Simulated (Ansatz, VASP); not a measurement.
## One calculation of Ge, two programs

```xyz
4
Lattice="3.9970 0.0000 0.0000 -1.9985 3.4615 0.0000 0.0000 0.0000 6.5964" Properties=species:S:1:pos:R:3 pbc="T T T"
Ge    1.9985    1.1538    0.4150
Ge    0.0000    2.3077    3.7132
Ge    1.9985    1.1538    2.8832
Ge    0.0000    2.3077    6.1814
```

Alike in both runs: functional PBEsol; k mesh 12 × 12 × 6; occupations gaussian, width 0.1 eV; no spin polarisation.

Ansatz relaxed the structure, and its values are those at the end. VASP's run is a single point on that final structure, the one shown.

```csv
,VASP,Ansatz
version,VASP 6.6.1,Ansatz 0.2.0
potentials or method,"VASP PAW PBE potentials, release 64 (Ge_d), cutoff 520 eV","scalar-relativistic, plane waves, PAW"
valence electrons in the cell,56,56
```

```tsv
	VASP	Ansatz	Ansatz less VASP
gap on the k mesh at the Fermi level (eV)	none	none	-
pressure (GPa)	-0.1	0.0	+0.12
```

VASP's potentials were made for PBE, not for PBEsol. A gap of «none» marks a metal or a gap that the smearing closes. With one functional, cell and mesh, what is left measures potentials, basis and numerics.
